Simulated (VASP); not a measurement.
# Al2Cu (P1) in VASP: relaxation of cell and atoms with PBE

Aim: the relaxation of cell and atoms of Al2Cu with PBE.

Program: VASP 6.6.1. These are calculated values, not measurements. Logs are shortened: lines on timing, memory, paths and dates and some standing lists are left out, and cuts for length are marked.

**1. The cell of the first run**

The typed cell holds 6 atoms: a = 2.898 Å, b = 4.988 Å, c = 6.297 Å, α = 88.38°, β = 89.66°, γ = 90.05°.

**2. Relaxation of cell and atoms, PBE**

Contents of INCAR:

```
SYSTEM = Al2Cu
PREC = Accurate
ENCUT = 600
EDIFF = 1E-7
ISMEAR = 0
SIGMA = 0.2
LREAL = .FALSE.
LASPH = .TRUE.
NELM = 100
ALGO = Fast
ISIF = 3
LWAVE = .FALSE.
LCHARG = .FALSE.
GGA = PE
IBRION = 2
NSW = 80
EDIFFG = -0.025
```

Contents of KPOINTS:

```
regular mesh
0
G
  8 4 4
  0 0 0
```

Contents of POSCAR:

```
Al2Cu
1.0
    1.4503276021     -2.5092631796     -0.0085559880
   -4.3201269365     -2.4914485347     -0.0706335168
   -0.0674269144     -0.0603908586     -6.2959538260
Al Cu
4 2
Direct
    0.4816707288      0.8347593512      0.8357391500
    1.0123679741      0.3421002638      0.8157897372
    0.9595485094      0.6762737183      0.1709228507
    0.5135300495      0.1713343185      0.1922459379
    0.5275552863      0.4923060239      0.4963441422
    0.0053274520      0.9832263243      0.4889581820
```

Potentials or basis: VASP PAW PBE potentials, release 64 (Al, Cu).

Started as:

```console
$ cat potpaw_PBE.64/Al/POTCAR potpaw_PBE.64/Cu/POTCAR > POTCAR
$ mpirun -np 1 vasp_std > vasp.out
```

OUTCAR:

```text
SYSTEM = Al2Cu
   PREC = Accurate
   ENCUT = 600
   EDIFF = 1E-7
   ISMEAR = 0
   LREAL = .FALSE.
   LASPH = .TRUE.
   NELM = 100
   ISIF = 3
   GGA = PE
   IBRION = 2
   NSW = 80
   EDIFFG = -0.025

 ion  position               nearest neighbor table
   1  0.482  0.835  0.836-   3 2.63   6 2.68   3 2.69   6 2.74   5 2.78   2 2.81   4 2.84   2 2.87
                             2 2.91   2 2.96
   2  0.012  0.342  0.816-   5 2.56   5 2.59   6 2.77   1 2.81   3 2.83   1 2.87   4 2.88   4 2.90
                             1 2.91   1 2.96
   3  0.960  0.676  0.171-   5 2.54   6 2.56   1 2.63   1 2.69   5 2.77   4 2.79   4 2.83   2 2.83
                             4 2.95   4 2.99
   4  0.514  0.171  0.192-   6 2.52   5 2.53   6 2.53   3 2.79   3 2.83   1 2.84   2 2.88   2 2.90
                             3 2.95   3 2.99
   5  0.528  0.492  0.496-   4 2.53   3 2.54   2 2.56   2 2.59   3 2.77   1 2.78
   6  0.005  0.983  0.489-   4 2.52   4 2.53   3 2.56   1 2.68   1 2.74   2 2.77

  LATTYP: Found a triclinic cell.
 ALAT       =     6.9160628966
 B/A-ratio  =     0.4190624731
 C/A-ratio  =     0.7211566429
 COS(alpha) =     0.0009197288
 COS(beta)  =     0.0260841224
 COS(gamma) =     0.4136937585

  Lattice vectors:

 A1 = (   1.5177545165,  -2.4488723210,   6.2873978380)
 A2 = (   1.4503276021,  -2.5092631796,  -0.0085559880)
 A3 = (   4.3201269365,   2.4914485347,   0.0706335168)

Analysis of symmetry for initial positions (statically):
=====================================================================
 Subroutine PRICEL returns:
 Original cell was already a primitive cell.

 Routine SETGRP: Setting up the symmetry group for a
 triclinic supercell.

 Subroutine GETGRP returns: Found  1 space group operations
 (whereof  1 operations were pure point group operations)
 out of a pool of  2 trial point group operations.

The static configuration has the point symmetry C_1 .

Analysis of symmetry for dynamics (positions and initial velocities):
=====================================================================
 Subroutine PRICEL returns:
 Original cell was already a primitive cell.

 Routine SETGRP: Setting up the symmetry group for a
 triclinic supercell.

 Subroutine GETGRP returns: Found  1 space group operations
 (whereof  1 operations were pure point group operations)
 out of a pool of  2 trial point group operations.

The dynamic configuration has the point symmetry C_1 .

 Subroutine INISYM returns: Found  1 space group operations
 (whereof  1 operations are pure point group operations),
 and found     1 'primitive' translations

----------------------------------------------------------------------------------------

                                     Primitive cell

  volume of cell :      90.9812

  direct lattice vectors                    reciprocal lattice vectors
     1.450327602 -2.509263180 -0.008555988     0.172362810 -0.298902962  0.001021150
    -4.320126937 -2.491448535 -0.070633517    -0.173636799 -0.100369859  0.002822323
    -0.067426914 -0.060390859 -6.295953826     0.001713774  0.001532236 -0.158865220

  length of vectors
     2.898262421  4.987564701  6.296604484     0.345040522  0.200578693  0.158881852

  position of ions in fractional coordinates (direct lattice)
     0.481670729  0.834759351  0.835739150
     0.012367974  0.342100264  0.815789737
     0.959548509  0.676273718  0.170922851
     0.513530049  0.171334319  0.192245938
     0.527555286  0.492306024  0.496344142
     0.005327452  0.983226324  0.488958182

  ion indices of the primitive-cell ions
   primitive index   ion index
                 1           1
                 2           2
                 3           3
                 4           4
                 5           5
                 6           6

----------------------------------------------------------------------------------------

 KPOINTS: regular mesh

Automatic generation of k-mesh.
 Grid dimensions read from file:
 generate k-points for:    8    4    4

 Generating k-lattice:

  Cartesian coordinates                     Fractional coordinates (reciprocal lattice)
     0.021545351 -0.037362870  0.000127644     0.125000000 -0.000000000 -0.000000000
    -0.043409200 -0.025092465  0.000705581    -0.000000000  0.250000000  0.000000000
     0.000428444  0.000383059 -0.039716305     0.000000000  0.000000000  0.250000000

  Length of vectors
     0.043130065  0.050144673  0.039720463

  Shift w.r.t. Gamma in fractional coordinates (k-lattice)
     0.000000000  0.000000000  0.000000000

 Subroutine IBZKPT returns following result:
 ===========================================

 Found     68 irreducible k-points:

 Following reciprocal coordinates:
            Coordinates               Weight
  0.000000  0.000000  0.000000      1.000000
  0.125000  0.000000 -0.000000      2.000000
  0.250000  0.000000 -0.000000      2.000000
  0.375000  0.000000 -0.000000      2.000000
  0.500000  0.000000 -0.000000      1.000000
 -0.000000  0.250000  0.000000      2.000000
[... 16 lines left out ...]
  0.500000  0.000000  0.250000      2.000000
 -0.375000 -0.000000  0.250000      2.000000
 [... further k-points ...]
   k-points           NKPTS =     68   k-points in BZ     NKDIM =     68   number of bands    NBANDS=     21
   number of dos      NEDOS =    301   number of ions     NIONS =      6
   total plane-waves  NPLWV =  48000
   dimension x,y,z NGX =    24 NGY =   40 NGZ =   50
   dimension x,y,z NGXF=    48 NGYF=   80 NGZF=  100
   ions per type =               4   2
   NGX,Y,Z   is equivalent  to a cutoff of  13.77, 13.33, 13.20 a.u.
   NGXF,Y,Z  is equivalent  to a cutoff of  27.53, 26.67, 26.40 a.u.
 SYSTEM =  Al2Cu
   PREC   = accura    normal or accurate (medium, high low for compatibility)
   ISTART =      0    job   : 0-new  1-cont  2-samecut
   ICHARG =      2    charge: 1-file 2-atom 10-const
   ISPIN  =      1    spin polarized calculation?
   LNONCOLLINEAR =      F non collinear calculations
   LSORBIT =      F    spin-orbit coupling
   LASPH  =      T    aspherical Exc in radial PAW
   ENCUT  =  600.0 eV  44.10 Ry    6.64 a.u.   5.79  9.96 12.58*2*pi/ulx,y,z
   NELM   =    100;   NELMIN=  2; NELMDL= -5     # of ELM steps
   EDIFF  = 0.1E-06   stopping-criterion for ELM
   LREAL  =      F    real-space projection
   EDIFFG = -.3E-01   stopping-criterion for IOM
   NSW    =     80    number of steps for IOM
   IBRION =      2    ionic relax: 0-MD 1-quasi-New 2-CG
   NFREE  =      1    steps in history (QN), initial steepest desc. (CG)
   ISIF   =      3    stress and relaxation
   ISYM   =      2    0-nonsym 1-usesym 2-fastsym
   POTIM  = 0.5000    time-step for ionic-motion
   TEBEG  =    0.0;   TEEND  =   0.0 temperature during run
   PSTRESS=    0.0 pullay stress
   NELECT =      34.0000    total number of electrons
   NUPDOWN=      -1.0000    fix difference up-down
   EMIN   =  10.00;   EMAX   =-10.00  energy-range for DOS
   EFERMI =   0.00;   METHOD = LEGACY
   ISMEAR =     0;   SIGMA  =   0.20  broadening in eV -4-tet -1-fermi 0-gaus
   EFERMI_NEDOS =   21; number of points for ismear=-14 and -15
   IALGO  =     68    algorithm
   IMIX   =      4    mixing-type and parameters
     AMIX     =   0.40;   BMIX     =  1.00
     AMIX_MAG =   1.60;   BMIX_MAG =  1.00
  volume/ion in A,a.u.               =      15.16       102.33
  Fermi-wavevector in a.u.,A,eV,Ry     =   1.179190  2.228346 18.918760  1.390490
  Thomas-Fermi vector in A             =   2.315506
   LORBIT       =      0    0 simple, 1 ext, 2 COOP (PROOUT), +10 PAW based schemes
   GGA     = PE    functional components
   LHFCALC =     F    Hartree Fock is set to
   AEXX    =    0.0000 exact exchange contribution
   IVDW    =     0    specifies the selected vdW correction
   LEPSILON=     F    determine dielectric tensor
   LRPA    =     F    only Hartree local field effects (RPA)
 conjugate gradient relaxation of ions
 non-spin polarized calculation
 RMM-DIIS sequential band-by-band and
 Gauss-broadening in eV      SIGMA  =   0.20
  energy-cutoff  :      600.00
  volume of cell :       90.98
 maximum number of plane-waves:      3056
   NGX = 11   NGY = 19   NGZ = 25

--------------------------------------- Ionic step        1  -------------------------------------------

 number of electron      33.9999993 magnetization

 Free energy of the ion-electron system (eV)
  ---------------------------------------------------
  ext. energy  EPLUGINS =         0.00000000
  ---------------------------------------------------
  free energy    TOTEN  =       -22.77600420 eV

  energy without entropy =      -22.72211015  energy(sigma->0) =      -22.74905718

------------------------ aborting loop because EDIFF is reached ----------------------------------------

  FORCE on cell =-STRESS in cart. coord.  units (eV):
  Direction    XX          YY          ZZ          XY          YZ          ZX
  --------------------------------------------------------------------------------------
  -------------------------------------------------------------------------------------
  Total       -0.8083729     -0.9462332     -1.0005804      0.0919326     -0.5717821     -0.8900194
  in kB      -14.2354295    -16.6631462    -17.6201991      1.6189310    -10.0690706    -15.6732215
  external PRESSURE =     -16.1729250 kB  Pullay stress =       0.0000000 kB
[... 101 lines left out ...]
  FREE ENERGIE OF THE ION-ELECTRON SYSTEM (eV)
  ---------------------------------------------------
  free  energy   TOTEN  =       -22.9228363944 eV

  energy  without entropy=      -22.8713915200  energy(sigma->0) =      -22.89711396

[... ionic steps 4 to 9 ...]

--------------------------------------- Ionic step       10  -------------------------------------------

 number of electron      34.0000016 magnetization

------------------------ aborting loop because EDIFF is reached ----------------------------------------

  FORCE on cell =-STRESS in cart. coord.  units (eV):
  Direction    XX          YY          ZZ          XY          YZ          ZX
  --------------------------------------------------------------------------------------
  -------------------------------------------------------------------------------------
  Total       -0.0400453      0.1221701      0.1064433      0.0176150      0.0136801      0.0287568
  in kB       -0.7257033      2.2139725      1.9289702      0.3192206      0.2479116      0.5211328
  external PRESSURE =       1.1390798 kB  Pullay stress =       0.0000000 kB
[... 65 lines left out ...]
  energy  without entropy=      -22.9528162393  energy(sigma->0) =      -22.97010608

--------------------------------------- Ionic step       12  -------------------------------------------

 number of electron      34.0000014 magnetization

 Free energy of the ion-electron system (eV)
  ---------------------------------------------------
  ext. energy  EPLUGINS =         0.00000000
  ---------------------------------------------------
  free energy    TOTEN  =       -22.98797376 eV

  energy without entropy =      -22.95344503  energy(sigma->0) =      -22.97070940

 E-fermi :   8.0470     XC(G=0): -10.9123

 val. band max:        8.0232814420   @ k =   0.5000   0.0000   0.2500
 cond. band min:       8.0812805623   @ k =   0.3750  -0.2500   0.2500
 fundamental gap:      0.0579991203
 Fermi energy:         8.0469823298

 k-point     1 :       0.0000    0.0000    0.0000
  band No.  band energies     occupation
      1      -2.8570      2.00000
      2       0.5774      2.00000
      3       1.3571      2.00000
      4       2.3395      2.00000
      5       2.9336      2.00000
      6       3.1992      2.00000
[... 550 lines left out ...]
      5       3.9083      2.00000
      6       3.9325      2.00000
[... 13 lines left out ...]
     20      10.0442      0.00000
     21      10.5541      0.00000

 [... further k-points ...]

------------------------ aborting loop because EDIFF is reached ----------------------------------------

  FORCE on cell =-STRESS in cart. coord.  units (eV):
  Direction    XX          YY          ZZ          XY          YZ          ZX
  --------------------------------------------------------------------------------------
  -------------------------------------------------------------------------------------
  Total       -0.1169763      0.1053004     -0.0702772      0.0967287      0.0118335      0.0235982
  in kB       -2.1168906      1.9055943     -1.2717884      1.7504745      0.2141486      0.4270504
  external PRESSURE =      -0.4943616 kB  Pullay stress =       0.0000000 kB
[... 21 lines left out ...]
  FREE ENERGIE OF THE ION-ELECTRON SYSTEM (eV)
  ---------------------------------------------------
  free  energy   TOTEN  =       -22.9879737650 eV

  energy  without entropy=      -22.9534450339  energy(sigma->0) =      -22.97070940

 reached required accuracy - stopping structural energy minimisation
```

Wall time 20 min (1 thread of Intel Xeon Platinum 8488C (Sapphire Rapids), shared host); peak memory 0.31 GiB.

Results:

- Free energy: -22.9880 eV
- Relaxed volume: 14.76 Å³/atom
- Relaxed cell: a = 2.799 Å, b = 5.032 Å, c = 6.286 Å, α = 89.98°, β = 89.99°, γ = 89.63°
- Space group after relaxing (to 0.1 Å): C2/m (No. 12)
- Energy gained by relaxing: 35.3 meV/atom
- Ionic steps: 12
- Pressure after relaxing: 0.0 GPa
- Largest force after relaxing: 0.023 eV/Å
- Band gap on the k mesh: zero (bands 17 and 18 overlap by 3.68 eV)

Forces in eV/Å, atoms in the order of the input:
```
Al   0.015  0.001 -0.003
Al  -0.008  0.007 -0.001
Al  -0.020 -0.007  0.007
Al  -0.007  0.001  0.005
Cu   0.017  0.003 -0.007
Cu   0.002 -0.004 -0.001
```

Stress tensor (GPa, compression positive):
```
-0.21  0.18  0.04
 0.18  0.19  0.02
 0.04  0.02 -0.13
```

Step by step:
```csv
step,energy change (eV),largest force (eV/Å),pressure (GPa),volume (Å³)
1,0.0000,0.9954,-1.62,90.98
2,-0.1145,0.5580,-0.07,88.97
3,-0.1468,0.2813,1.95,87.16
4,-0.1755,0.2398,-0.34,89.02
5,-0.1758,0.2480,-0.51,89.22
6,-0.1910,0.1950,-0.28,88.95
7,-0.2044,0.1085,0.24,88.41
8,-0.2102,0.0516,-0.17,88.71
9,-0.2102,0.0492,-0.17,88.73
10,-0.2114,0.0295,0.11,88.41
11,-0.2114,0.0280,0.14,88.36
12,-0.2120,0.0226,-0.05,88.53
```

Final structure:
```xyz
6
Lattice="1.3916 -2.4283 -0.0001 -4.3497 -2.5303 -0.0012 -0.0008 -0.0008 -6.2864" Properties=species:S:1:pos:R:3 pbc="T T T"
Al   -2.9294   -3.3230   -5.1388
Al   -1.4448   -0.8472   -5.1359
Al   -1.5074   -4.1130   -1.1499
Al   -0.0307   -1.6358   -1.1514
Cu   -1.4852   -2.4821   -3.1438
Cu   -2.9581   -4.9563   -3.1440
```
